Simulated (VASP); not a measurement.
Runs of VASP 6.6.1 on ZrC. Symmetry: Fm-3m, No. 225, cubic system. The conventional cell has a = 4.730 Å, b = 4.730 Å, c = 4.730 Å, α = 90.00°, β = 90.00°, γ = 90.00°. Within 3.1 Å of Zr (site symmetry m-3m) lie 6 C at 2.37 Å. C (site symmetry m-3m) has 6 Zr at 2.37 Å within 3.1 Å. 

| spin | fixed moment (μB) | gap on the mesh (eV) | pressure (GPa) | moment (μB) |
| --- | --- | --- | --- | --- |
| collinear | 1.2 | - | 3.4 | 1.20 |
| collinear | - | none | -2.7 | 0.00 |
| collinear | 0.4 | - | (b) | 0.40 |
| collinear | 0.9 | - | 0.9 | 0.90 |
| off | - | none | -2.6 | - |
| collinear | 0.2 | - | -2.6 | 0.20 |
| collinear, zero start | 0.0 | - | -2.7 | 0.00 |
| collinear | 1.6 | - | 7.7 | 1.60 |
| collinear | 0.6 | - | (a) | 0.60 |

Alike in all rows: task single point; level PBE; potentials or basis VASP PAW PBE potentials, release 64 (Zr_sv, C); cell as given; k mesh 12 × 12 × 12; cutoff (eV) 520; smearing fermi-dirac 0.05 eV.

**Question.** Fill in the values left out.

**Answer.** (a) -1.1; (b) -2.0.

Caveats: the total moment is fixed, so each spin has its own Fermi level and the state may be an excited one (at least some runs); the cell stands under pressure (at least some runs); the total moment is fixed, so each spin has its own Fermi level (at least some runs).

A k mesh can miss the band edges, and the runs leave out spin-orbit coupling on Zr.

A gap of «none» marks levels without a gap at the run's occupations.
